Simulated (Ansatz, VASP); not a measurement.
## One calculation of MoW2, two programs

The input INCAR:

```
PREC     = Accurate       # precision mode
ENCUT    = 520            # plane-wave cutoff, eV
EDIFF    = 1E-6           # SCF threshold, eV
ISMEAR   = 0              # smearing method
SIGMA    = 0.1            # smearing width, eV
LREAL    = F              # projectors in reciprocal space
LASPH    = T              # aspherical terms in the spheres
NELM     = 60             # most SCF steps
ALGO     = Normal         # electronic algorithm
ISIF     = 2              # what is computed and relaxed
LWAVE    = F              # write WAVECAR
LCHARG   = T              # write CHGCAR
GGA      = PE             # functional
LELF     = T              # ELF
LVHAR    = T            
NBANDS   = 28             # bands
```

KPOINTS

```
regular mesh
0
Gamma
  6 6 6
```

POSCAR

```
MoW2
1.0
    4.6302924600      0.0000000000      0.0000000000
   -2.3151462300      4.0099509000      0.0000000000
    0.0000000000      0.0000000000      2.8354634700
Mo W
1 2
Direct
    0.0000000000      0.0000000000      0.0000000000
    0.3333333300      0.6666666700      0.3333333300
    0.6666666700      0.3333333300      0.6666666700
```

Input for Ansatz:

```yaml
crystal:
  lattice:
    - [4.63029246, 0.0, 0.0]
    - [-2.31514623, 4.0099509, 0.0]
    - [0.0, 0.0, 2.83546347]
  atoms:
    - { symbol: Mo, position: [0.0, 0.0, 0.0] }
    - { symbol: W, position: [0.33333333, 0.66666667, 0.33333333] }
    - { symbol: W, position: [0.66666667, 0.33333333, 0.66666667] }
basis:
  ecutwfc: 420
kpoints:
  mp_grid: { grid: [6, 6, 6] }
hamiltonian:
  xc: pbe
scf:
  occupations: { method: gaussian, width: 0.1 }
  lower_state_search: "off"
output:
  forces: true
  stress: true
  eigenvalues: true
```

Alike in both runs: task single point; functional PBE; k mesh 6 × 6 × 6; occupations gaussian, width 0.1 eV; no spin polarisation.

|  | VASP | Ansatz |
| --- | --- | --- |
| version | VASP 6.6.1 | Ansatz 0.2.0 |
| potentials or method | VASP PAW PBE potentials, release 64 (Mo_sv, W_sv), cutoff 520 eV | scalar-relativistic, plane waves, PAW |
| valence electrons in the cell | 42 | 42 |

Ansatz gave:

```
gap on the k mesh at the Fermi level (eV)                     : none
pressure (GPa)                                                : -21.6
traceless stress, the component that is largest in VASP (GPa) : -1.00
rms of the force components (eV/Å)                            : 0.014
```

Problem. What did VASP give for the same quantities?

Solution. gap on the k mesh at the Fermi level (eV): none; pressure (GPa): -21.4; traceless stress, the component that is largest in VASP (GPa): -1.00; rms of the force components (eV/Å): 0.014.

Atom by atom the forces differ by 0.000 eV/Å (rms over components). A gap of «none» marks a metal or a gap that the smearing closes.

The k mesh is coarse, so the values compare programs but aren't converged. Neither program's run includes spin-orbit coupling.
